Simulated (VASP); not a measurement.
Runs of VASP 6.6.1 on KBr. The structure is that of space group I4/mmm (No. 139), or close to it. The cells are those of the table. 

```tsv
cell	gap on the mesh (eV)	pressure (GPa)
a = 4.658, b = 4.658, c = 4.796 Å, angles 59.0, 59.0, 62.0°, 2 atoms	(b)	(c)
a = 4.657, b = 4.657, c = 4.726 Å, angles 59.5, 59.5, 61.0°, 2 atoms	4.40	0.7
a = 4.658, b = 4.658, c = 4.517 Å, angles 61.0, 61.0, 58.0°, 2 atoms	4.52	1.6
a = 4.587, b = 4.587, c = 4.656 Å, angles 59.5, 59.5, 61.0°, 2 atoms	4.52	1.5
a = 4.692, b = 4.692, c = 4.796 Å, angles 59.3, 59.3, 61.5°, 2 atoms	4.32	(a)
```

Alike in all rows: task single point; level PBE; potentials or basis VASP PAW PBE potentials, release 64 (K_sv, Br); no spin polarisation; k mesh 6 × 6 × 6; cutoff (eV) 520; smearing gaussian 0.05 eV.

**Question.** Fill in the values left out.

**Answer.** (a) 0.3; (b) 4.35; (c) 0.6.

A k mesh can miss the band edges, and the runs leave out spin-orbit coupling on Br.
